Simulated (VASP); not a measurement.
Runs of VASP 6.6.1 on SiAu3. The structure is that of space group Fm-3m (No. 225), or close to it. The cells are those of the table. 

| cell | gap on the mesh (eV) | pressure (GPa) |
| --- | --- | --- |
| a = 4.453 Å, angles 60.0°, 4 atoms | none | 9.0 |
| a = 4.708 Å, angles 60.0°, 4 atoms | none | -13.5 |
| a = 4.767 Å, angles 60.0°, 4 atoms | none | (b) |
| a = 4.826 Å, angles 60.0°, 4 atoms | none | (a) |
| a = 4.584 Å, angles 60.0°, 4 atoms | none | -5.4 |
| a = 4.519 Å, angles 60.0°, 4 atoms | none | 0.8 |
| a = 4.647 Å, angles 60.0°, 4 atoms | none | -10.1 |

Alike in all rows: task single point; level LDA; potentials or basis VASP PAW LDA potentials, release 64 (Si, Au); no spin polarisation; k mesh 6 × 6 × 6; cutoff (eV) 520; smearing fermi-dirac 0.1 eV.

**Question.** Estimate the missing entries.

**Answer.** (a) -18.0; (b) -16.1.

Caveats: spin-orbit coupling is left out, which moves the levels of the heavy elements.

A k mesh can miss the band edges, and the runs leave out spin-orbit coupling on Au.

A gap of «none» marks levels without a gap at the run's occupations.
